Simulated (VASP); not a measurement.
The system is PbO.

```
Pb O
1.0
     3.99000    0.00000    0.00000
     0.00000    3.99000    0.00000
     0.00000    0.00000    5.01000
Pb O
2 2
Direct
  0.00000 0.50000 0.24000
  0.50000 0.00000 0.76000
  0.00000 0.00000 0.00000
  0.50000 0.50000 0.00000
```

```yaml
Program: VASP 6.6.1
Task: relaxation of volume and atoms at fixed shape
Functional: LDA
Potentials_or_basis: VASP PAW LDA potentials, release 64 (Pb_d, O)
Cutoff: 600 eV
k_mesh: 6 × 6 × 5
Occupations: gaussian, width 0.01 eV
Spin: no spin polarisation
```

At the start: pressure -3.5 GPa; volume 19.94 Å³/atom.

Task: How do energy, volume and symmetry change on relaxing?

Result: Over 6 steps the energy falls by 9.0 meV/atom and the volume is 19.14 Å³/atom (-4.0 %); space group P4/nmm (No. 129, to 0.1 Å) before and after.

Step by step:
| step | energy change (eV) | largest force (eV/Å) | pressure (GPa) | volume (Å³) |
| --- | --- | --- | --- | --- |
| 1 | 0.0000 | 0.5403 | -3.47 | 79.76 |
| 2 | 0.0035 | 0.8022 | 3.80 | 74.88 |
| 3 | -0.0346 | 0.0831 | -0.17 | 77.31 |
| 4 | -0.0346 | 0.0977 | -0.13 | 77.26 |
| 5 | -0.0353 | 0.0696 | -0.08 | 77.03 |
| 6 | -0.0361 | 0.0170 | 0.01 | 76.54 |

Final structure:
```
Pb O
1.0
     3.93558    0.00000    0.00000
     0.00000    3.93558    0.00000
     0.00000    0.00000    4.94166
Pb O
2 2
Direct
  0.00000 0.50000 0.23988
  0.50000 0.00000 0.76012
  0.00000 0.00000 0.00000
  0.50000 0.50000 0.00000
```
